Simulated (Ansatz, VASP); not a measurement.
# One calculation of Al, two programs

```
Al
1.0
     0.00000    1.96069    2.15676
     1.96069    0.00000    2.15676
     1.96069    1.96069    0.00000
Al
1
Direct
  0.00000 0.00000 0.00000
```

Alike in both runs: task single point; functional PBEsol; k mesh 22 × 22 × 22; occupations gaussian, width 0.15 eV; no spin polarisation.

```csv
,VASP,Ansatz
version,VASP 6.6.1,Ansatz 0.2.0
potentials or method,"VASP PAW PBE potentials, release 64 (Al), cutoff 520 eV","scalar-relativistic, plane waves, PAW"
valence electrons in the cell,3,3
```

Ansatz gave:

* gap on the k mesh at the Fermi level (eV): none
* pressure (GPa): -1.3
* traceless stress, the component that is largest in VASP (GPa): -3.46

Question: Estimate VASP's values.

Answer: gap on the k mesh at the Fermi level (eV): none; pressure (GPa): -1.2; traceless stress, the component that is largest in VASP (GPa): -3.48.

VASP's potentials were made for PBE, not for PBEsol. A gap of «none» marks a metal or a gap that the smearing closes.
